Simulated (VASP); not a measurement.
# AlBSb3P2 (Pmm2) in VASP: single point with PBE

Aim: the single point of AlBSb3P2 with PBE.

Program: VASP 6.6.1. These are calculated values, not measurements. Logs are shortened: lines on timing, memory, paths and dates and some standing lists are left out, and cuts for length are marked.

**1. The cell of the first run**

Symmetry: Pmm2, No. 25, orthorhombic system. The conventional cell has a = 3.395 Å, b = 3.440 Å, c = 13.528 Å, α = 90.00°, β = 90.00°, γ = 90.00°. Al (site symmetry mm2) has 2 P at 2.32 Å and 2 Sb at 2.73 Å within 3.1 Å. B (site symmetry mm2) has 4 P at 2.02 to 2.04 Å within 2.7 Å. Sb (site symmetry mm2) has 2 P at 2.58 Å and 8 Sb at 3.40 to 3.44 Å within 3.5 Å. Sb (site symmetry mm2) has 18 Sb at 3.40 to 5.08 Å and 2 P at 4.64 Å within 5.1 Å. Within 3.8 Å of Sb (site symmetry mm2) lie 2 Al at 2.73 Å and 6 Sb at 3.40 to 3.73 Å. P (site symmetry mm2) has 2 B at 2.02 Å and 2 Sb at 2.58 Å within 2.7 Å. Within 2.7 Å of P (site symmetry mm2) lie 2 B at 2.04 Å and 2 Al at 2.32 Å.

**2. Single point, PBE**

INCAR reads:

```
SYSTEM = AlBSb3P2
PREC = Accurate
ENCUT = 520
EDIFF = 1E-6
ISMEAR = 0
SIGMA = 0.1
LREAL = .FALSE.
LASPH = .TRUE.
NELM = 60
ALGO = Fast
ISIF = 2
LWAVE = .FALSE.
LCHARG = .FALSE.
GGA = PE
NBANDS = 24
```

KPOINTS reads:

```
Automatic mesh
0
G
  10 10 4
  0 0 0
```

POSCAR reads:

```
AlBSb3P2
1.0
    3.3952213472      0.0000000000      0.0000000000
    0.0000000000      3.4401843107      0.0000000000
    0.0000000000      0.0000000000     13.5280947305
Al B Sb P
1 1 3 2
Direct
    0.0000000000      0.0000000000      0.0152044454
    0.5000000000      0.5000000000      0.2128608445
    0.0000000000      0.0000000000      0.4362299011
    0.5000000000      0.5000000000      0.6131078521
    0.0000000000      0.5000000000      0.8587255070
    0.0000000000      0.5000000000      0.2937386553
    0.5000000000      0.0000000000      0.1321327946
```

Potentials or basis: VASP PAW PBE potentials, release 64 (Al, B, Sb, P).

Started as:

```bash
$ cat potpaw_PBE.64/Al/POTCAR potpaw_PBE.64/B/POTCAR potpaw_PBE.64/Sb/POTCAR potpaw_PBE.64/P/POTCAR > POTCAR
$ mpirun -np 1 vasp_std > vasp.out
```

OUTCAR:

```text
SYSTEM = AlBSb3P2
   PREC = Accurate
   ENCUT = 520
   EDIFF = 1E-6
   ISMEAR = 0
   LREAL = .FALSE.
   LASPH = .TRUE.
   NELM = 60
   ISIF = 2
   GGA = PE

 ion  position               nearest neighbor table
   1  0.000  0.000  0.015-   7 2.32   7 2.32   5 2.73   5 2.73
   2  0.500  0.500  0.213-   6 2.02   6 2.02   7 2.04   7 2.04
   3  0.000  0.000  0.436-   6 2.58   6 2.58   4 3.40   4 3.40   4 3.40   4 3.40
   4  0.500  0.500  0.613-   3 3.40   3 3.40   3 3.40   3 3.40   5 3.73   5 3.73
   5  0.000  0.500  0.859-   1 2.73   1 2.73   4 3.73   4 3.73
   6  0.000  0.500  0.294-   2 2.02   2 2.02   3 2.58   3 2.58
   7  0.500  0.000  0.132-   2 2.04   2 2.04   1 2.32   1 2.32

  LATTYP: Found a simple orthorhombic cell.
 ALAT       =     3.3952213472
 B/A-ratio  =     1.0132430139
 C/A-ratio  =     3.9844514826

  Lattice vectors:

 A1 = (   3.3952213472,   0.0000000000,   0.0000000000)
 A2 = (   0.0000000000,   3.4401843107,   0.0000000000)
 A3 = (   0.0000000000,   0.0000000000,  13.5280947305)

Analysis of symmetry for initial positions (statically):
=====================================================================
 Subroutine PRICEL returns:
 Original cell was already a primitive cell.

 Routine SETGRP: Setting up the symmetry group for a
 simple orthorhombic supercell.

 Subroutine GETGRP returns: Found  4 space group operations
 (whereof  4 operations were pure point group operations)
 out of a pool of  8 trial point group operations.

The static configuration has the point symmetry C_2v.

Analysis of symmetry for dynamics (positions and initial velocities):
=====================================================================
 Subroutine PRICEL returns:
 Original cell was already a primitive cell.

 Routine SETGRP: Setting up the symmetry group for a
 simple orthorhombic supercell.

 Subroutine GETGRP returns: Found  4 space group operations
 (whereof  4 operations were pure point group operations)
 out of a pool of  8 trial point group operations.

The dynamic configuration has the point symmetry C_2v.

 Subroutine INISYM returns: Found  4 space group operations
 (whereof  4 operations are pure point group operations),
 and found     1 'primitive' translations

----------------------------------------------------------------------------------------

                                     Primitive cell

  volume of cell :     158.0107

  direct lattice vectors                    reciprocal lattice vectors
     3.395221347  0.000000000  0.000000000     0.294531607  0.000000000  0.000000000
     0.000000000  3.440184311  0.000000000     0.000000000  0.290682100  0.000000000
     0.000000000  0.000000000 13.528094730     0.000000000  0.000000000  0.073920239

  length of vectors
     3.395221347  3.440184311 13.528094730     0.294531607  0.290682100  0.073920239

  position of ions in fractional coordinates (direct lattice)
     0.000000000  0.000000000  0.015204445
     0.500000000  0.500000000  0.212860844
     0.000000000  0.000000000  0.436229901
     0.500000000  0.500000000  0.613107852
     0.000000000  0.500000000  0.858725507
     0.000000000  0.500000000  0.293738655
     0.500000000  0.000000000  0.132132795

  ion indices of the primitive-cell ions
   primitive index   ion index
                 1           1
                 2           2
                 3           3
                 4           4
                 5           5
                 6           6
                 7           7

----------------------------------------------------------------------------------------

 KPOINTS: Automatic mesh

Automatic generation of k-mesh.
 Grid dimensions read from file:
 generate k-points for:   10   10    4

 Generating k-lattice:

  Cartesian coordinates                     Fractional coordinates (reciprocal lattice)
     0.029453161  0.000000000  0.000000000     0.100000000  0.000000000  0.000000000
     0.000000000  0.029068210  0.000000000     0.000000000  0.100000000  0.000000000
     0.000000000  0.000000000  0.018480060     0.000000000  0.000000000  0.250000000

  Length of vectors
     0.029453161  0.029068210  0.018480060

  Shift w.r.t. Gamma in fractional coordinates (k-lattice)
     0.000000000  0.000000000  0.000000000

 Subroutine IBZKPT returns following result:
 ===========================================

 Found    108 irreducible k-points:

 Following reciprocal coordinates:
            Coordinates               Weight
  0.000000  0.000000  0.000000      1.000000
  0.100000  0.000000  0.000000      2.000000
  0.200000  0.000000  0.000000      2.000000
  0.300000  0.000000  0.000000      2.000000
  0.400000  0.000000  0.000000      2.000000
  0.500000  0.000000  0.000000      1.000000
[... 16 lines left out ...]
  0.400000  0.300000  0.000000      4.000000
  0.500000  0.300000  0.000000      2.000000
 [... further k-points ...]
   k-points           NKPTS =    108   k-points in BZ     NKDIM =    108   number of bands    NBANDS=     24
   number of dos      NEDOS =    301   number of ions     NIONS =      7
   total plane-waves  NPLWV =  84672
   dimension x,y,z NGX =    28 NGY =   28 NGZ =  108
   dimension x,y,z NGXF=    56 NGYF=   56 NGZF=  216
   ions per type =               1   1   3   2
   NGX,Y,Z   is equivalent  to a cutoff of  13.71, 13.53, 13.27 a.u.
   NGXF,Y,Z  is equivalent  to a cutoff of  27.42, 27.06, 26.54 a.u.
 SYSTEM =  AlBSb3P2
   PREC   = accura    normal or accurate (medium, high low for compatibility)
   ISTART =      0    job   : 0-new  1-cont  2-samecut
   ICHARG =      2    charge: 1-file 2-atom 10-const
   ISPIN  =      1    spin polarized calculation?
   LNONCOLLINEAR =      F non collinear calculations
   LSORBIT =      F    spin-orbit coupling
   LASPH  =      T    aspherical Exc in radial PAW
   ENCUT  =  520.0 eV  38.22 Ry    6.18 a.u.   6.31  6.40 25.15*2*pi/ulx,y,z
   NELM   =     60;   NELMIN=  2; NELMDL= -5     # of ELM steps
   EDIFF  = 0.1E-05   stopping-criterion for ELM
   LREAL  =      F    real-space projection
   EDIFFG = 0.1E-04   stopping-criterion for IOM
   NSW    =      0    number of steps for IOM
   IBRION =     -1    ionic relax: 0-MD 1-quasi-New 2-CG
   NFREE  =      0    steps in history (QN), initial steepest desc. (CG)
   ISIF   =      2    stress and relaxation
   ISYM   =      2    0-nonsym 1-usesym 2-fastsym
   POTIM  = 0.5000    time-step for ionic-motion
   TEBEG  =    0.0;   TEEND  =   0.0 temperature during run
   PSTRESS=    0.0 pullay stress
   NELECT =      31.0000    total number of electrons
   NUPDOWN=      -1.0000    fix difference up-down
   EMIN   =  10.00;   EMAX   =-10.00  energy-range for DOS
   EFERMI =   0.00;   METHOD = LEGACY
   ISMEAR =     0;   SIGMA  =   0.10  broadening in eV -4-tet -1-fermi 0-gaus
   EFERMI_NEDOS =   21; number of points for ismear=-14 and -15
   IALGO  =     68    algorithm
   IMIX   =      4    mixing-type and parameters
     AMIX     =   0.40;   BMIX     =  1.00
     AMIX_MAG =   1.60;   BMIX_MAG =  1.00
  volume/ion in A,a.u.               =      22.57       152.33
  Fermi-wavevector in a.u.,A,eV,Ry     =   0.951261  1.797624 12.311890  0.904898
  Thomas-Fermi vector in A             =   2.079715
   LORBIT       =      0    0 simple, 1 ext, 2 COOP (PROOUT), +10 PAW based schemes
   GGA     = PE    functional components
   LHFCALC =     F    Hartree Fock is set to
   AEXX    =    0.0000 exact exchange contribution
   IVDW    =     0    specifies the selected vdW correction
   LEPSILON=     F    determine dielectric tensor
   LRPA    =     F    only Hartree local field effects (RPA)
 non-spin polarized calculation
 RMM-DIIS sequential band-by-band and
 Gauss-broadening in eV      SIGMA  =   0.10
  energy-cutoff  :      520.00
  volume of cell :      158.01
 maximum number of plane-waves:      4292
 NGX is ok and might be reduce to    28
   NGX = 13   NGY = 13   NGZ = 51

 number of electron      30.9999999 magnetization

 Free energy of the ion-electron system (eV)
  ---------------------------------------------------
  ext. energy  EPLUGINS =         0.00000000
  ---------------------------------------------------
  free energy    TOTEN  =       -32.96774753 eV

  energy without entropy =      -32.95576319  energy(sigma->0) =      -32.96175536

 E-fermi :   6.6101     XC(G=0):  -9.6411

 val. band max:        6.6069420586   @ k =   0.3000   0.2000   0.0000
 cond. band min:       6.6125630450   @ k =   0.5000   0.5000   0.5000
 fundamental gap:      0.0056209865
 Fermi energy:         6.6100617441

 k-point     1 :       0.0000    0.0000    0.0000
  band No.  band energies     occupation
      1      -7.6800      2.00000
      2      -5.9330      2.00000
      3      -4.6891      2.00000
      4      -3.8670      2.00000
      5      -2.5031      2.00000
      6       0.7768      2.00000
[... 16 lines left out ...]
     23      10.0638      0.00000
     24      10.8383      0.00000

 k-point     2 :       0.1000    0.0000    0.0000
  band No.  band energies     occupation
      1      -7.5789      2.00000
      2      -5.8464      2.00000
      3      -4.5757      2.00000
      4      -3.7765      2.00000
      5      -2.4116      2.00000
      6       0.7150      2.00000
[... 16 lines left out ...]
     23      10.5281      0.00000
     24      10.9259      0.00000

 k-point     3 :       0.2000    0.0000    0.0000
  band No.  band energies     occupation
      1      -7.2814      2.00000
      2      -5.6105      2.00000
      3      -4.2424      2.00000
      4      -3.5249      2.00000
      5      -2.1608      2.00000
      6       0.2085      2.00000
[... 16 lines left out ...]
     23      10.4425      0.00000
     24      11.4515      0.00000
[... 514 lines left out ...]
 k-point    23 :       0.4000    0.3000    0.0000
  band No.  band energies     occupation
      1      -5.3397      2.00000
      2      -4.4207      2.00000
      3      -2.2412      2.00000
      4      -2.0426      2.00000
      5      -1.4073      2.00000
      6      -0.9219      2.00000
[... 16 lines left out ...]
     23      10.1324      0.00000
     24      10.5507      0.00000

 k-point    24 :       0.5000    0.3000    0.0000
  band No.  band energies     occupation
      1      -4.8263      2.00000
      2      -4.6717      2.00000
      3      -1.8792      2.00000
      4      -1.7225      2.00000
      5      -1.4371      2.00000
      6      -1.1922      2.00000
[... 16 lines left out ...]
     23       9.5238      0.00000
     24      10.4732      0.00000

 [... further k-points ...]

------------------------ aborting loop because EDIFF is reached ----------------------------------------

  FORCE on cell =-STRESS in cart. coord.  units (eV):
  Direction    XX          YY          ZZ          XY          YZ          ZX
  --------------------------------------------------------------------------------------
  -------------------------------------------------------------------------------------
  Total       -0.0999861     -0.0383061      0.0626958      0.0000000      0.0000000      0.0000000
  in kB       -1.0138264     -0.3884117      0.6357155      0.0000000      0.0000000      0.0000000
  external PRESSURE =      -0.2555076 kB  Pullay stress =       0.0000000 kB

 VOLUME and BASIS-vectors are now :
 -----------------------------------------------------------------------------
  energy-cutoff  :      520.00
  volume of cell :      158.01
      direct lattice vectors                 reciprocal lattice vectors
     3.395221347  0.000000000  0.000000000     0.294531607  0.000000000  0.000000000
     0.000000000  3.440184311  0.000000000     0.000000000  0.290682100  0.000000000
     0.000000000  0.000000000 13.528094730     0.000000000  0.000000000  0.073920239

 POSITION                                       TOTAL-FORCE (eV/Angst)
 -----------------------------------------------------------------------------------
      0.00000      0.00000      0.20569         0.000000      0.000000      0.034439
      1.69761      1.72009      2.87960         0.000000      0.000000     -0.003589
      0.00000      0.00000      5.90136         0.000000      0.000000      0.044156
      1.69761      1.72009      8.29418         0.000000      0.000000     -0.006641
      0.00000      1.72009     11.61692         0.000000      0.000000     -0.033187
      0.00000      1.72009      3.97372         0.000000      0.000000     -0.038807
      1.69761      0.00000      1.78750         0.000000      0.000000      0.003628
 -----------------------------------------------------------------------------------
    total drift:                               -0.000000      0.000000     -0.000372

  FREE ENERGIE OF THE ION-ELECTRON SYSTEM (eV)
  ---------------------------------------------------
  free  energy   TOTEN  =       -32.9677475270 eV

  energy  without entropy=      -32.9557631857  energy(sigma->0) =      -32.96175536
```

Run time: 14 min. Hardware: 1 thread of Oxide Virtual Turin-like, shared host; peak memory 0.53 GiB.

Results:

```yaml
Free_energy: -32.9677 eV
Pressure: 0.0 GPa
Largest_force: 0.044 eV/Å
Band_gap_on_the_k_mesh: zero (an odd number of electrons rules out a gap without spin polarisation)
```

Forces on the atoms (eV/Å):
```
Al   0.000  0.000  0.034
B    0.000  0.000 -0.004
Sb   0.000  0.000  0.044
Sb   0.000  0.000 -0.007
Sb   0.000  0.000 -0.033
P    0.000  0.000 -0.039
P    0.000  0.000  0.004
```

Stress tensor (GPa, compression positive):
```
-0.10  0.00  0.00
 0.00 -0.04  0.00
 0.00  0.00  0.06
```

Levels at points of the mesh, in eV from the Fermi level:
```
           k point  band 11  band 12  band 13  band 14  band 15  band 16  band 17  band 18  band 19  band 20
(0.00, 0.00, 0.00)    -0.94    -0.53    -0.25     1.00     1.22     1.27     1.45     1.95     2.37     3.23
(0.50, 0.00, 0.00)    -2.85    -2.42    -2.19    -1.87    -0.73    -0.04     2.42     2.59     3.01     3.32
(0.00, 0.50, 0.00)    -2.88    -2.48    -1.84    -1.52    -0.41     0.67     2.28     2.57     3.05     3.10
(0.50, 0.50, 0.00)    -3.88    -3.72    -3.05    -2.81    -2.54    -1.54    -1.36    -0.12     0.85     0.94
(0.00, 0.00, 0.50)    -0.94    -0.53     0.59     1.00     1.34     1.37     1.47     1.69     2.19     2.52
(0.50, 0.00, 0.50)    -3.14    -2.93    -2.85    -0.99    -0.73     0.39     2.14     2.14     2.59     3.10
(0.00, 0.50, 0.50)    -3.15    -2.88    -2.19    -0.56    -0.41     1.04     1.34     2.38     2.70     3.14
(0.50, 0.50, 0.50)    -3.85    -3.71    -3.09    -2.92    -2.57    -1.38    -1.21     0.00     0.32     1.06
```

Caveat: spin-orbit coupling is left out, which moves the levels of the heavy elements; this functional lacks dispersion, which binds layers or chains, so the pressure and a relaxed spacing across them are unreliable; an odd number of electrons without spin polarisation forces a metal; a magnetic or distorted state may lie lower.
